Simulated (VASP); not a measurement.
Wanted: the native input for a VASP 6.6.1 run.

| Property | Result |
| --- | --- |
| Task | relaxation of cell and atoms |
| Functional | PBE |
| Potentials or basis | VASP PAW PBE potentials, release 64 (Bi_d) |
| Cutoff | 600 eV |
| k mesh | 20 × 20 × 20 |
| Occupations | gaussian, width 0.1 eV |
| Spin | no spin polarisation |
| Dipole correction | no |
| Further INCAR settings | ALGO = Normal; EDIFF = 1e-06; IBRION = 2; EDIFFG = -0.01; NSW = 100; ISIF = 3 |

The structure of Bi lies in POSCAR:

```
Bi
1.0
   -1.9814305318      1.9814305318      1.9814305318
    1.9814305318     -1.9814305318      1.9814305318
    1.9814305318      1.9814305318     -1.9814305318
Bi
1
Direct
    0.0000000000      0.0000000000      0.0000000000
```

The input as run:

INCAR

```
PREC = Accurate
ENCUT = 600
EDIFF = 1E-6
ISMEAR = 0
SIGMA = 0.1
LREAL = False
LASPH = True
NELM = 100
ALGO = Normal
ISIF = 3
LWAVE = False
LCHARG = False
GGA = PE
IBRION = 2
NSW = 100
EDIFFG = -0.01
```

KPOINTS

```
regular mesh
0
Gamma
  20 20 20
```

Potentials or basis: VASP PAW PBE potentials, release 64 (Bi_d).

Run with:

```sh
$ cat potpaw_PBE.64/Bi_d/POTCAR > POTCAR
$ mpirun -np 1 vasp_std > vasp.out
```

Results of the run:

| Quantity | Value |
| --- | --- |
| Relaxed volume | 31.61 Å³/atom |
| Relaxed cell | a = 3.450 Å, b = 3.450 Å, c = 3.450 Å, α = 109.47°, β = 109.47°, γ = 109.47° |
| Space group after relaxing (to 0.05 Å) | Im-3m (No. 229) |
| Energy gained by relaxing | 1.3 meV/atom |
| Ionic steps | 3 |
| Pressure after relaxing | 0.0 GPa |

Wall time 2.4 min on 1 thread of Intel(R) Xeon(R) Platinum 8488C (Sapphire Rapids), on a shared host, peak memory 0.24 GiB.
